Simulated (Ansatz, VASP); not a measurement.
**WS3 in VASP and in Ansatz**

```
W S
1.0
     6.36753    0.00000    0.00000
     0.00000    6.36753    0.00000
     0.00000    0.00000    6.61162
W S
2 6
Cartesian
  3.1838 0.0000 6.0241
  0.0000 3.1838 0.5876
  1.5919 4.7756 0.0000
  4.7756 4.7756 0.0000
  4.7756 1.5919 0.0000
  1.5919 1.5919 0.0000
  3.1838 0.0000 3.8964
  0.0000 3.1838 2.7152
```

Alike in both runs: functional PBE; k mesh 6 × 6 × 6; occupations gaussian, width 0.1 eV; no spin polarisation.

Ansatz relaxed the structure, and its values are those at the end. VASP's run is a single point on that final structure, the one shown.

|  | VASP | Ansatz |
| --- | --- | --- |
| version | VASP 6.6.1 | Ansatz 0.2.0 |
| potentials or method | VASP PAW PBE potentials, release 64 (W_sv, S), cutoff 520 eV | scalar-relativistic, plane waves, PAW |
| valence electrons in the cell | 64 | 64 |

Ansatz gave:

| Property | Result |
| --- | --- |
| pressure (GPa) | 0.0 |
| rms of the force components (eV/Å) | 0.000 |

Task: Which values does VASP return?

Result: Pressure (GPa): 0.0; rms of the force components (eV/Å): 0.005.

The functional is the same, so the differences come from potentials, cutoffs and numerics.

Neither program's run includes spin-orbit coupling.
